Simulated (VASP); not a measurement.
TiSb, 4 atoms in the cell. The structure is hexagonal, space group P6_3/mmc (No. 194). Conventional cell: a = 4.103 Å, b = 4.103 Å, c = 6.346 Å, α = 90.00°, β = 90.00°, γ = 120.00°. Ti (site symmetry -3m) has 6 Sb at 2.85 Å and 2 Ti at 3.17 Å within 3.8 Å. Within 3.8 Å of Sb (site symmetry -6m2) lie 6 Ti at 2.85 Å.  This cell differs from its parent crystal: zz strain of +1 %.

- Program: VASP 6.6.1
- Task: single point
- Functional: LDA
- Potentials or basis: VASP PAW LDA potentials, release 64 (Ti_sv, Sb)
- Cutoff: 520 eV
- k mesh: 12 × 12 × 7
- Occupations: fermi-dirac, width 0.03 eV
- Spin: no spin polarisation
- Dipole correction: no
- Further INCAR settings: ALGO = Normal; EDIFF = 1e-06; NBANDS = 25

Potentials or basis: VASP PAW LDA potentials, release 64 (Ti_sv, Sb).

The run is started by

```bash
$ cat potpaw_LDA.64/Ti_sv/POTCAR potpaw_LDA.64/Sb/POTCAR > POTCAR
$ mpirun -np 1 vasp_std > vasp.out
```

Hardware: 1 thread of Intel(R) Xeon(R) 6975P-C (Granite Rapids) (shared host).

**Question.** Estimate the wall time of this run.

**Answer.** Wall time 52 s on 1 thread of Intel(R) Xeon(R) 6975P-C (Granite Rapids), with other jobs on the host, peak memory 0.29 GiB. Counts: scf iterations 14, k points 76.
